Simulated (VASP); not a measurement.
A run of VASP 6.6.1 is set up as follows.

INCAR

```
SYSTEM = Mg2ZnO3
  ALGO = Normal
  EDIFF = 1E-6
  ENCUT = 520
  GGA = CA
  ISIF = 2
  ISMEAR = 0
  LASPH = .TRUE.
  LCHARG = .FALSE.
  LDAU = .TRUE.
  LDAUJ = 0 0 0
  LDAUL = -1 2 -1
  LDAUPRINT = 1
  LDAUTYPE = 2
  LDAUU = 0 6 0
  LREAL = .FALSE.
  LWAVE = .FALSE.
  NBANDS = 26
  NELM = 150
  PREC = Accurate
  SIGMA = 0.01
```

The input KPOINTS:

```
k-points
0
G
  12 12 4
  0 0 0
```

Contents of POSCAR:

```
Mg2ZnO3
1.0
    3.0330000000      0.0000000000      0.0000000000
   -1.5165000000      2.6266500000      0.0000000000
    0.0000000000      0.0000000000      7.4033200000
Mg Zn O
2 1 3
Direct
    0.3333333333      0.6666666667      0.6658000000
    0.6666666667      0.3333333333      0.3342000000
    0.0000000000      0.0000000000      0.0000000000
    0.3333333333      0.6666666667      0.1726200000
    0.6666666667      0.3333333333      0.8273800000
    0.0000000000      0.0000000000      0.5000000000
```

Potentials or basis: VASP PAW LDA potentials, release 64 (Mg, Zn, O).

Launch:

```sh
$ cat potpaw_LDA.64/Mg/POTCAR potpaw_LDA.64/Zn/POTCAR potpaw_LDA.64/O/POTCAR > POTCAR
$ mpirun -np 1 vasp_std > vasp.out
```

Problem. Predict the band gap on the k mesh.

Solution. 3.14 eV, indirect (least direct gap 3.28 eV).

Problem. What does it give for the largest force?

Solution. 0.633 eV/Å.

Stress tensor (GPa, compression positive):
```
-16.77   0.00   0.00
  0.00 -16.77   0.00
  0.00   0.00 -16.96
```

A k mesh can miss the band edges.
